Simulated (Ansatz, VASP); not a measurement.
# WC in VASP and in Ansatz

```
W C
1.0
     2.96350    0.00000    0.00000
    -1.48175    2.56647    0.00000
     0.00000    0.00000    2.89223
W C
1 1
Direct
  0.00000 0.00000 0.00000
  0.66667 0.33333 0.50000
```

Alike in both runs: task single point; functional r2SCAN; k mesh 10 × 10 × 9; occupations fermi-dirac, width 0.05 eV; no spin polarisation.

```csv
,VASP,Ansatz
version,VASP 6.6.1,Ansatz 0.2.0
potentials or method,"VASP PAW PBE potentials, release 64 (W_sv, C)",Ansatz PAW
plane-wave cutoff (eV),520,500
valence electrons in the cell,18,18
```

VASP gave:

| Quantity | Value |
| --- | --- |
| gap on the k mesh at the Fermi level (eV) | none |
| pressure (GPa) | -18.3 |
| traceless stress, the component that is largest in VASP (GPa) | -3.27 |

What did Ansatz give for the same quantities?

gap on the k mesh at the Fermi level (eV): none; pressure (GPa): -19.8; traceless stress, the component that is largest in VASP (GPa): -3.43.

VASP's potentials were made for PBE, not for r2SCAN. A gap of «none» marks a metal or a gap that the smearing closes.

Neither program's run includes spin-orbit coupling.
